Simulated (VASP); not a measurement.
The system is TaN.

```xyz
2
Lattice="2.8273 0.0000 0.0000 -1.4136 2.4485 0.0000 0.0000 0.0000 2.9477" Properties=species:S:1:pos:R:3 pbc="T T T"
Ta    0.0000    1.6323    1.4739
N     0.0000    0.0000    0.0000
```

This cell differs from its parent crystal: volume 10.203 Å^3 an atom, c/a of the conventional cell 1.0426.

Base run:

```yaml
Program: VASP 6.6.1
Functional: PBEsol
Potentials_or_basis: VASP PAW PBE potentials, release 64 (Ta_sv_GW, N)
Cutoff: 600 eV
k_mesh: 21 × 21 × 18
Occupations: gaussian, width 0.15 eV
Spin: no spin polarisation
```

Its results: band gap on the k mesh zero (band 9 reaches 13.36 eV, above the bottom of band 10 at 12.89 eV); pressure 15.2 GPa.

Q: The run is repeated on the same cell with these changes: potentials or basis from VASP PAW PBE potentials, release 64 (Ta_sv_GW, N) to VASP PAW PBE potentials, release 64 (Ta_pv, N); cutoff from 600 eV to 520 eV; further incar settings from ALGO = Normal; EDIFF = 1e-06; NBANDS = 16 to ALGO = Normal; EDIFF = 1e-07; NBANDS = 15; valence electrons from 18 to 16. What comes out?

A: Band gap on the k mesh zero (band 8 reaches 8.94 eV, above the bottom of band 9 at 8.46 eV); pressure 16.1 GPa.

Caveats: the PAW data sets were made with another functional, which shifts forces and pressure a little; spin-orbit coupling is left out, which moves the levels of the heavy elements.
